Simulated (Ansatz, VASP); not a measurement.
Bi2Cl in VASP and in Ansatz

```
Bi Cl
1.0
     1.94236    1.12142    7.05040
    -1.94236    1.12142    7.05040
     0.00000   -2.24284    7.05040
Bi Cl
2 1
Direct
  0.77980 0.77980 0.77980
  0.22020 0.22020 0.22020
  0.00000 0.00000 0.00000
```

Alike in both runs: functional PBE; k mesh 12 × 12 × 12; occupations gaussian, width 0.1 eV; no spin polarisation.

Ansatz relaxed the structure, and its values are those at the end. VASP's run is a single point on that final structure, the one shown.

```csv
,VASP,Ansatz
version,VASP 6.6.1,Ansatz 0.2.0
potentials or method,"VASP PAW PBE potentials, release 64 (Bi_d, Cl), cutoff 520 eV","scalar-relativistic, plane waves, PAW"
valence electrons in the cell,37,37
```

Ansatz gave:

| Quantity | Value |
| --- | --- |
| gap on the k mesh at the Fermi level (eV) | none |
| pressure (GPa) | 0.0 |

Problem. What did VASP give for the same quantities?

Solution. gap on the k mesh at the Fermi level (eV): none; pressure (GPa): -0.1.

A gap of «none» marks a metal or a gap that the smearing closes.

Spin-orbit coupling is off throughout.
